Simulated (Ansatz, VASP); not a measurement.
# One calculation of Hf, two programs

File INCAR:

```
ALGO     = Fast           # electronic algorithm
EDIFF    = 1E-6           # SCF threshold, eV
EDIFFG   = -0.01          # ionic threshold
ENCUT    = 600            # plane-wave cutoff, eV
GGA      = RP             # functional
IBRION   = 2              # ionic algorithm
ISIF     = 3              # what is computed and relaxed
ISMEAR   = -1             # smearing method
LASPH    = T              # aspherical terms in the spheres
LCHARG   = F              # write CHGCAR
LREAL    = F              # projectors in reciprocal space
LWAVE    = F              # write WAVECAR
NELM     = 100            # most SCF steps
NSW      = 60             # ionic steps
PREC     = Accurate       # precision mode
SIGMA    = 0.05           # smearing width, eV
```

The input KPOINTS:

```
k-points
0
Gamma
  10 10 10
```

File POSCAR:

```
Hf
1.0
   -1.8050000000      1.8050000000      1.8050000000
    1.8050000000     -1.8050000000      1.8050000000
    1.8050000000      1.8050000000     -1.8050000000
Hf
1
Direct
    0.0000000000      0.0000000000      0.0000000000
```

input.yaml

```yaml
crystal:
  lattice:
    - [-1.805, 1.805, 1.805]
    - [1.805, -1.805, 1.805]
    - [1.805, 1.805, -1.805]
  atoms:
    - { symbol: Hf, position: [0.0, 0.0, 0.0] }
hamiltonian:
  xc: rpbe
  pseudopotentials: { kind: paw }
kpoints:
  mp_grid: { grid: [10, 10, 10] }
scf:
  occupations: { method: fermi_dirac, width: 0.05 }
output:
  forces: true
  stress: true
  eigenvalues: true
relax:
  f_tol: 0.01
  max_steps: 40
  cell: { stress_tol: 0.05 }
```

Alike in both runs: task relaxation of cell and atoms; functional RPBE; k mesh 10 × 10 × 10; occupations fermi-dirac, width 0.05 eV; no spin polarisation.

|  | VASP | Ansatz |
| --- | --- | --- |
| version | VASP 6.6.1 | Ansatz 0.2.0 |
| potentials or method | VASP PAW PBE potentials, release 64 (Hf_pv) | Ansatz PAW |
| plane-wave cutoff (eV) | 600 | 420 |
| valence electrons in the cell | 10 | 26 |

```csv
,VASP,Ansatz,Ansatz less VASP
"gap on the k mesh at the Fermi level, each at its own relaxed structure (eV)",none,none,-
relaxed volume (Å³/atom),22.87,22.97,+0.094
relaxed cell length with the largest relative difference (Å),3.097,3.102,+0.0042
```

VASP's potentials were made for PBE, not for RPBE. A gap of «none» marks a metal or a gap that the smearing closes. VASP's potentials hold 10 valence electrons a cell and Ansatz's 26, so a difference there can come from the potentials and not from the codes.

Neither program's run includes spin-orbit coupling. Noted on Ansatz's run: the plane-wave basis is chosen anew once the cell has moved, so the energies of steps on either side of that aren't comparable.
